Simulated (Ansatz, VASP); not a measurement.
**ReS3: VASP beside Ansatz**

```xyz
8
Lattice="9.8477 0.0000 0.0000 -4.9238 8.5284 0.0000 0.0000 0.0000 2.8600" Properties=species:S:1:pos:R:3 pbc="T T T"
Re    0.0000    5.6856    2.1450
Re    4.9238    2.8428    0.7150
S     0.0000    3.8252    0.7150
S    -1.6111    6.6158    0.7150
S     1.6111    6.6158    0.7150
S     4.9238    4.7032    2.1450
S     6.5350    1.9126    2.1450
S     3.3127    1.9126    2.1450
```

Change from the starting cell: species swapped into the Dy3Lu type (P6_3/mmc, No. 194).

Alike in both runs: functional PBE; k mesh 6 × 6 × 14; occupations gaussian, width 0.1 eV; no spin polarisation.

Ansatz relaxed the structure, and its values are those at the end. VASP's run is a single point on that final structure, the one shown.

```csv
,VASP,Ansatz
version,VASP 6.6.1,Ansatz 0.2.0
potentials or method,"VASP PAW PBE potentials, release 64 (Re, S), cutoff 520 eV","scalar-relativistic, plane waves, PAW"
valence electrons in the cell,50,66
```

Ansatz gave:

* gap on the k mesh at the Fermi level (eV): none
* pressure (GPa): 0.0
* rms of the force components (eV/Å): 0.003

Question: Estimate VASP's values.

Answer: gap on the k mesh at the Fermi level (eV): none; pressure (GPa): 0.1; rms of the force components (eV/Å): 0.025.

A gap of «none» marks a metal or a gap that the smearing closes. With one functional, cell and mesh, what is left measures potentials, basis and numerics. VASP's potentials hold 50 valence electrons a cell and Ansatz's 66, so a difference there can come from the potentials and not from the codes. Ansatz's warnings: xc potential rough in thin density.

Spin-orbit coupling is off throughout.
